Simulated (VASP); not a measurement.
# C in VASP: a series of runs

C is run at these levels: PBE; tasks: single point, relaxation of cell and atoms.

Program: VASP 6.6.1. These are calculated values, not measurements. Logs are shortened: lines on timing, memory, paths and dates and some standing lists are left out, and cuts for length are marked.

## 1. The cell of the first run

Symmetry: Fmmm, No. 69, orthorhombic system. Conventional cell: a = 2.800 Å, b = 2.824 Å, c = 3.369 Å, α = 90.00°, β = 90.00°, γ = 90.00°. Within 2.6 Å of C (site symmetry mmm) lie 12 C at 1.99 to 2.20 Å.

## 2. Single point, PBE

Input file INCAR:

```
PREC = Accurate ; ENCUT = 520
EDIFF = 1E-6 ; ISMEAR = 0
SIGMA = 0.1 ; LREAL = F
LASPH = T ; NELM = 60
ALGO = Normal ; ISIF = 2
LWAVE = F ; LCHARG = F
GGA = PE ; NBANDS = 8
```

Input file KPOINTS:

```
regular mesh
0
Gamma
  10 10 10
```

Input file POSCAR:

```
C
1.0
    0.0000000000      1.4119867500      1.6846434100
    1.3997908200      0.0000000000      1.6846434100
    1.3997908200      1.4119867500      0.0000000000
C
1
Direct
    0.5000000000      0.5000000000      0.5000000000
```

Potentials or basis: VASP PAW PBE potentials, release 64 (C).

Started as:

```console
$ cat potpaw_PBE.64/C/POTCAR > POTCAR
$ mpirun -np 1 vasp_std > vasp.out
```

OUTCAR:

```text
PREC = Accurate
   ENCUT = 520
   EDIFF = 1E-6
   ISMEAR = 0
   LREAL = F
   LASPH = T
   NELM = 60
   ISIF = 2
   GGA = PE

 ion  position               nearest neighbor table
   1  0.500  0.500  0.500-

  LATTYP: Found a face centered orthorhombic cell.
 ALAT       =     2.7995816400
 B/A-ratio  =     1.0087126804
 C/A-ratio  =     1.2034965410

  Lattice vectors:

 A1 = (   0.0000000000,   1.4119867500,   1.6846434100)
 A2 = (   1.3997908200,   0.0000000000,   1.6846434100)
 A3 = (   1.3997908200,   1.4119867500,   0.0000000000)

Analysis of symmetry for initial positions (statically):
=====================================================================
 Subroutine PRICEL returns:
 Original cell was already a primitive cell.

 Routine SETGRP: Setting up the symmetry group for a
 face centered orthorhombic supercell.

 Subroutine GETGRP returns: Found  8 space group operations
 (whereof  8 operations were pure point group operations)
 out of a pool of  8 trial point group operations.

The static configuration has the point symmetry D_2h.

Analysis of symmetry for dynamics (positions and initial velocities):
=====================================================================
 Subroutine PRICEL returns:
 Original cell was already a primitive cell.

 Routine SETGRP: Setting up the symmetry group for a
 face centered orthorhombic supercell.

 Subroutine GETGRP returns: Found  8 space group operations
 (whereof  8 operations were pure point group operations)
 out of a pool of  8 trial point group operations.

The dynamic configuration has the point symmetry D_2h.

 Subroutine INISYM returns: Found  8 space group operations
 (whereof  8 operations are pure point group operations),
 and found     1 'primitive' translations

----------------------------------------------------------------------------------------

                                     Primitive cell

  volume of cell :       6.6593

  direct lattice vectors                    reciprocal lattice vectors
     0.000000000  1.411986750  1.684643410    -0.357196227  0.354110972  0.296798715
     1.399790820  0.000000000  1.684643410     0.357196227 -0.354110972  0.296798715
     1.399790820  1.411986750  0.000000000     0.357196227  0.354110972 -0.296798715

  length of vectors
     2.198119651  2.190305403  1.988245690     0.584014728  0.584014728  0.584014728

  position of ions in fractional coordinates (direct lattice)
     0.500000000  0.500000000  0.500000000

  ion indices of the primitive-cell ions
   primitive index   ion index
                 1           1

----------------------------------------------------------------------------------------

 KPOINTS: regular mesh

Automatic generation of k-mesh.
 Grid dimensions read from file:
 generate k-points for:   10   10   10

 Generating k-lattice:

  Cartesian coordinates                     Fractional coordinates (reciprocal lattice)
    -0.035719623  0.035411097  0.029679872     0.100000000  0.000000000  0.000000000
     0.035719623 -0.035411097  0.029679872     0.000000000  0.100000000  0.000000000
     0.035719623  0.035411097 -0.029679872     0.000000000  0.000000000  0.100000000

  Length of vectors
     0.058401473  0.058401473  0.058401473

  Shift w.r.t. Gamma in fractional coordinates (k-lattice)
     0.000000000  0.000000000  0.000000000

 Subroutine IBZKPT returns following result:
 ===========================================

 Found    171 irreducible k-points:

 Following reciprocal coordinates:
            Coordinates               Weight
  0.000000  0.000000  0.000000      1.000000
  0.100000  0.000000  0.000000      8.000000
  0.200000  0.000000  0.000000      8.000000
  0.300000  0.000000  0.000000      8.000000
  0.400000  0.000000 -0.000000      8.000000
  0.500000  0.000000  0.000000      4.000000
[... 16 lines left out ...]
  0.300000  0.300000  0.000000      2.000000
  0.400000  0.300000 -0.000000      8.000000
 [... further k-points ...]
   k-points           NKPTS =    171   k-points in BZ     NKDIM =    171   number of bands    NBANDS=      8
   number of dos      NEDOS =    301   number of ions     NIONS =      1
   total plane-waves  NPLWV =   4096
   dimension x,y,z NGX =    16 NGY =   16 NGZ =   16
   dimension x,y,z NGXF=    32 NGYF=   32 NGZF=   32
   ions per type =               1
   NGX,Y,Z   is equivalent  to a cutoff of  12.10, 12.14, 13.38 a.u.
   NGXF,Y,Z  is equivalent  to a cutoff of  24.20, 24.29, 26.76 a.u.
 SYSTEM =  unknown system
   PREC   = accura    normal or accurate (medium, high low for compatibility)
   ISTART =      0    job   : 0-new  1-cont  2-samecut
   ICHARG =      2    charge: 1-file 2-atom 10-const
   ISPIN  =      1    spin polarized calculation?
   LNONCOLLINEAR =      F non collinear calculations
   LSORBIT =      F    spin-orbit coupling
   LASPH  =      T    aspherical Exc in radial PAW
   ENCUT  =  520.0 eV  38.22 Ry    6.18 a.u.   4.09  4.07  3.70*2*pi/ulx,y,z
   NELM   =     60;   NELMIN=  2; NELMDL= -5     # of ELM steps
   EDIFF  = 0.1E-05   stopping-criterion for ELM
   LREAL  =      F    real-space projection
   EDIFFG = 0.1E-04   stopping-criterion for IOM
   NSW    =      0    number of steps for IOM
   IBRION =     -1    ionic relax: 0-MD 1-quasi-New 2-CG
   NFREE  =      0    steps in history (QN), initial steepest desc. (CG)
   ISIF   =      2    stress and relaxation
   ISYM   =      2    0-nonsym 1-usesym 2-fastsym
   POTIM  = 0.5000    time-step for ionic-motion
   TEBEG  =    0.0;   TEEND  =   0.0 temperature during run
   PSTRESS=    0.0 pullay stress
   NELECT =       4.0000    total number of electrons
   NUPDOWN=      -1.0000    fix difference up-down
   EMIN   =  10.00;   EMAX   =-10.00  energy-range for DOS
   EFERMI =   0.00;   METHOD = LEGACY
   ISMEAR =     0;   SIGMA  =   0.10  broadening in eV -4-tet -1-fermi 0-gaus
   EFERMI_NEDOS =   21; number of points for ismear=-14 and -15
   IALGO  =     38    algorithm
   IMIX   =      4    mixing-type and parameters
     AMIX     =   0.40;   BMIX     =  1.00
     AMIX_MAG =   1.60;   BMIX_MAG =  1.00
  volume/ion in A,a.u.               =       6.66        44.94
  Fermi-wavevector in a.u.,A,eV,Ry     =   1.381288  2.610256 25.959326  1.907957
  Thomas-Fermi vector in A             =   2.506086
   LORBIT       =      0    0 simple, 1 ext, 2 COOP (PROOUT), +10 PAW based schemes
   GGA     = PE    functional components
   LHFCALC =     F    Hartree Fock is set to
   AEXX    =    0.0000 exact exchange contribution
   IVDW    =     0    specifies the selected vdW correction
   LEPSILON=     F    determine dielectric tensor
   LRPA    =     F    only Hartree local field effects (RPA)
 non-spin polarized calculation
 Gauss-broadening in eV      SIGMA  =   0.10
  energy-cutoff  :      520.00
  volume of cell :        6.66
 maximum number of plane-waves:       190
   NGX =  9   NGY =  9   NGZ =  7

 number of electron       4.0000000 magnetization

 Free energy of the ion-electron system (eV)
  ---------------------------------------------------
  ext. energy  EPLUGINS =         0.00000000
  ---------------------------------------------------
  free energy    TOTEN  =        -4.81386375 eV

  energy without entropy =       -4.81271719  energy(sigma->0) =       -4.81329047

 E-fermi :   8.8297     XC(G=0): -13.1259

 val. band max:        8.8053716135   @ k =   0.5000   0.2000   0.0000
 cond. band min:       8.8521913758   @ k =  -0.4000   0.3000   0.3000
 fundamental gap:      0.0468197623
 Fermi energy:         8.8297026127

 k-point     1 :       0.0000    0.0000    0.0000
  band No.  band energies     occupation
      1     -11.1234      2.00000
      2      16.7364      0.00000
      3      17.9553      0.00000
      4      17.9930      0.00000
      5      39.0425      0.00000
      6      41.7656      0.00000
      7      41.8722      0.00000
      8      42.1550      0.00000

 k-point     2 :       0.1000    0.0000    0.0000
  band No.  band energies     occupation
      1     -10.6942      2.00000
      2      16.0915      0.00000
      3      16.8905      0.00000
      4      17.9351      0.00000
      5      37.5528      0.00000
      6      39.6412      0.00000
      7      42.1455      0.00000
      8      42.4755      0.00000

 k-point     3 :       0.2000    0.0000    0.0000
  band No.  band energies     occupation
      1      -9.4100      2.00000
      2      12.9376      0.00000
      3      15.5889      0.00000
      4      17.8527      0.00000
      5      33.9302      0.00000
      6      39.0461      0.00000
      7      42.0503      0.00000
      8      43.9053      0.00000

 k-point     4 :       0.3000    0.0000    0.0000
  band No.  band energies     occupation
      1      -7.2839      2.00000
      2       8.3933      2.00000
      3      14.5025      0.00000
      4      17.7931      0.00000
      5      31.6652      0.00000
      6      38.9418      0.00000
      7      41.3722      0.00000
      8      43.7616      0.00000

 k-point     5 :       0.4000    0.0000   -0.0000
  band No.  band energies     occupation
      1      -4.3443      2.00000
      2       3.6823      2.00000
      3      13.7283      0.00000
      4      17.7777      0.00000
      5      30.4357      0.00000
      6      39.4289      0.00000
      7      40.6666      0.00000
      8      42.3086      0.00000
[... 177 lines left out ...]
 k-point    22 :      -0.2000    0.2000   -0.0000
  band No.  band energies     occupation
      1      -6.0750      2.00000
      2       8.5506      1.99992
      3      10.5158      0.00000
      4      18.2845      0.00000
      5      33.0195      0.00000
      6      37.3428      0.00000
      7      44.1518      0.00000
      8      44.8170      0.00000

 k-point    23 :       0.3000    0.3000    0.0000
  band No.  band energies     occupation
      1      -7.1505      2.00000
      2       8.6814      1.96401
      3      15.0287      0.00000
      4      15.1151      0.00000
      5      30.6451      0.00000
      6      30.8343      0.00000
      7      44.8257      0.00000
      8      50.4089      0.00000

 k-point    24 :       0.4000    0.3000   -0.0000
  band No.  band energies     occupation
      1      -5.4252      2.00000
      2       6.5993      2.00000
      3      12.7853      0.00000
      4      14.7790      0.00000
      5      30.1031      0.00000
      6      31.8508      0.00000
      7      44.4160      0.00000
      8      51.6987      0.00000

 [... further k-points ...]
[... 5 lines left out ...]
  --------------------------------------------------------------------------------------
  -------------------------------------------------------------------------------------
  Total       -0.6151602     -0.6659593      1.9872230      0.0000000      0.0000000      0.0000000
  in kB     -148.0018151   -160.2236215    478.1073806      0.0000000      0.0000000      0.0000000
  external PRESSURE =      56.6273147 kB  Pullay stress =       0.0000000 kB

 VOLUME and BASIS-vectors are now :
 -----------------------------------------------------------------------------
  energy-cutoff  :      520.00
  volume of cell :        6.66
      direct lattice vectors                 reciprocal lattice vectors
     0.000000000  1.411986750  1.684643410    -0.357196227  0.354110972  0.296798715
     1.399790820  0.000000000  1.684643410     0.357196227 -0.354110972  0.296798715
     1.399790820  1.411986750  0.000000000     0.357196227  0.354110972 -0.296798715

 POSITION                                       TOTAL-FORCE (eV/Angst)
 -----------------------------------------------------------------------------------
      1.39979      1.41199      1.68464         0.000000      0.000000      0.000000
 -----------------------------------------------------------------------------------
    total drift:                                0.000000      0.000000      0.000000

  FREE ENERGIE OF THE ION-ELECTRON SYSTEM (eV)
  ---------------------------------------------------
  free  energy   TOTEN  =        -4.8138637496 eV

  energy  without entropy=       -4.8127171885  energy(sigma->0) =       -4.81329047
```

Wall time 7 s (1 thread of AMD EPYC 7R43 (Zen 3), shared host); peak memory 0.07 GiB.

What came out:

| Item | Value |
| --- | --- |
| Free energy | -4.8139 eV |
| Pressure | 5.7 GPa |
| Band gap on the k mesh | zero (band 2 reaches 16.74 eV, above the bottom of band 3 at 4.29 eV) |

Levels at points of the mesh, in eV from the Fermi level:
| k point | band 1 | band 2 | band 3 | band 4 | band 5 | band 6 |
| --- | --- | --- | --- | --- | --- | --- |
| (0.00, 0.00, 0.00) | -19.95 | 7.91 | 9.13 | 9.16 | 30.21 | 32.94 |
| (0.50, 0.00, 0.00) | -9.50 | -9.45 | 4.62 | 8.95 | 21.21 | 31.14 |
| (0.50, 0.50, 0.00) | -9.19 | -9.14 | 5.01 | 5.11 | 19.96 | 20.12 |
| (0.50, 0.00, 0.50) | -6.47 | -3.33 | 0.32 | 2.83 | 14.01 | 15.98 |
| (0.00, 0.50, 0.50) | -6.29 | -3.05 | 0.16 | 2.60 | 13.72 | 15.71 |

Caveat: the k points lie up to 0.37 Å⁻¹ apart.

## 3. Relaxation of cell and atoms, PBE

Input file INCAR:

```
SYSTEM = C
ALGO     = Normal         ! electronic algorithm
EDIFF    = 1E-7           ! SCF threshold, eV
EDIFFG   = -0.04          ! ionic threshold
ENCUT    = 600            ! plane-wave cutoff, eV
GGA      = PE             ! functional
IBRION   = 2              ! ionic algorithm
ISIF     = 3              ! what is computed and relaxed
ISMEAR   = 0              ! smearing method
LASPH    = .True.         ! aspherical terms in the spheres
LCHARG   = .False.        ! write CHGCAR
LREAL    = .False.        ! projectors in reciprocal space
LWAVE    = .False.        ! write WAVECAR
NELM     = 60             ! most SCF steps
NSW      = 90             ! ionic steps
PREC     = Accurate       ! precision mode
SIGMA    = 0.1            ! smearing width, eV
```

Input file KPOINTS:

```
k-points
0
Gamma
  10 10 10
  0 0 0
```

POSCAR is that of step 2.

Potentials or basis: VASP PAW PBE potentials, release 64 (C).

Started as:

```console
$ cat potpaw_PBE.64/C/POTCAR > POTCAR
$ mpirun -np 1 vasp_std > vasp.out
```

OUTCAR:

```text
SYSTEM = C
   EDIFF = 1E-7
   EDIFFG = -0.04
   ENCUT = 600
   GGA = PE
   IBRION = 2
   ISIF = 3
   ISMEAR = 0
   LASPH = .True.
   LREAL = .False.
   NELM = 60
   NSW = 90
   PREC = Accurate

 ion  position               nearest neighbor table
   1  0.500  0.500  0.500-

  LATTYP: Found a face centered orthorhombic cell.
 ALAT       =     2.7995816400
 B/A-ratio  =     1.0087126804
 C/A-ratio  =     1.2034965410

  Lattice vectors:

 A1 = (   0.0000000000,   1.4119867500,   1.6846434100)
 A2 = (   1.3997908200,   0.0000000000,   1.6846434100)
 A3 = (   1.3997908200,   1.4119867500,   0.0000000000)

[... 352 lines left out ...]

 Free energy of the ion-electron system (eV)
  ---------------------------------------------------
  ext. energy  EPLUGINS =         0.00000000
  ---------------------------------------------------
  free energy    TOTEN  =        -6.48376736 eV

  energy without entropy =       -6.48261340  energy(sigma->0) =       -6.48319038

 E-fermi :   7.5187     XC(G=0): -12.2400

 val. band max:        7.4583704948   @ k =   0.4000  -0.2000   0.2000
 cond. band min:       7.6090227551   @ k =   0.4000   0.1000   0.2000
 fundamental gap:      0.1506522603
 Fermi energy:         7.5187252875

 k-point     1 :       0.0000    0.0000    0.0000
  band No.  band energies     occupation
      1     -13.2588      2.00000
      2       2.9884      2.00000
      3      14.4148      0.00000
      4      23.0234      0.00000
      5      23.0246      0.00000
      6      47.5698      0.00000
[... 199 lines left out ...]
 k-point    24 :       0.4000    0.3000   -0.0000
  band No.  band energies     occupation
      1     -11.8405      2.00000
      2      -1.0594      2.00000
      3      19.8715      0.00000
      4      23.2188      0.00000
      5      23.6804      0.00000
      6      40.9019      0.00000

 [... further k-points ...]
[... 5 lines left out ...]
  --------------------------------------------------------------------------------------
  -------------------------------------------------------------------------------------
  Total       -0.0225554     -0.0277108      0.0344522     -0.0000000      0.0000000      0.0000000
  in kB       -5.1572347     -6.3359897      7.8773999     -0.0000000      0.0000000      0.0000000
  external PRESSURE =      -1.2052748 kB  Pullay stress =       0.0000000 kB
[... 16 lines left out ...]
  FREE ENERGIE OF THE ION-ELECTRON SYSTEM (eV)
  ---------------------------------------------------
  free  energy   TOTEN  =        -6.4837673596 eV

  energy  without entropy=       -6.4826133968  energy(sigma->0) =       -6.48319038

 reached required accuracy - stopping structural energy minimisation
```

CONTCAR:

```text
C
   1.00000000000000
    -0.0000000000000000    1.1395070482611649    2.6984780721873745
     1.1394070512512060    0.0000000000000004    2.6984780721873745
     1.1394070512512060    1.1395070482611653    0.0000000000000000
  C
     1
Direct
     0.5000000000000000    0.5000000000000000    0.5000000000000000

  0.00000000E+00  0.00000000E+00  0.00000000E+00
```

It took 64 s on 1 thread of AMD EPYC 7R43 (Zen 3), shared host; peak memory 0.08 GiB.

Results:

* Free energy: -6.4838 eV
* Relaxed volume: 7.01 Å³/atom
* Relaxed cell: a = 2.929 Å, b = 2.929 Å, c = 1.611 Å, α = 74.04°, β = 74.03°, γ = 31.93°
* Space group after relaxing (to 0.05 Å): I4/mmm (No. 139)
* Energy gained by relaxing: 1669.4 meV/atom
* Ionic steps: 13
* Pressure after relaxing: -0.1 GPa
* Band gap on the k mesh: zero (band 2 reaches 8.62 eV, above the bottom of band 3 at 5.46 eV)

Stress tensor (GPa, compression positive):
```
-0.52  0.00  0.00
 0.00 -0.63  0.00
 0.00  0.00  0.79
```

Step by step:
```
step  energy change (eV)  largest force (eV/Å)  pressure (GPa)  volume (Å³)
   1              0.0000                0.0000            5.46         6.66
   2             -0.3738                0.0000          -16.14         6.85
   3             -0.8515                0.0000          -33.33         6.99
   4             -1.5165                0.0000          -21.05         7.01
   5              0.9400                0.0000          232.37         6.13
   6             -1.6457                0.0000           -7.49         6.94
   7             -1.6624                0.0000            9.08         6.87
   8             -1.6658                0.0000            5.26         6.89
   9             -1.6095                0.0000          -12.95         7.39
  10             -1.6692                0.0000            1.01         6.98
  11             -1.6692                0.0000            1.19         6.98
  12             -1.6681                0.0000           -3.75         7.09
  13             -1.6694                0.0000           -0.12         7.01
```

Final structure:
```yaml
crystal:
  lattice:
    - [0.00000, 1.13951, 2.69848]
    - [1.13941, 0.00000, 2.69848]
    - [1.13941, 1.13951, 0.00000]
  atoms:
    - { symbol: C, position: [0.50000, 0.50000, 0.50000] }
```

Caveat: the k points lie up to 0.41 Å⁻¹ apart in the final cell.

(Part 1 of 2 ends here.)
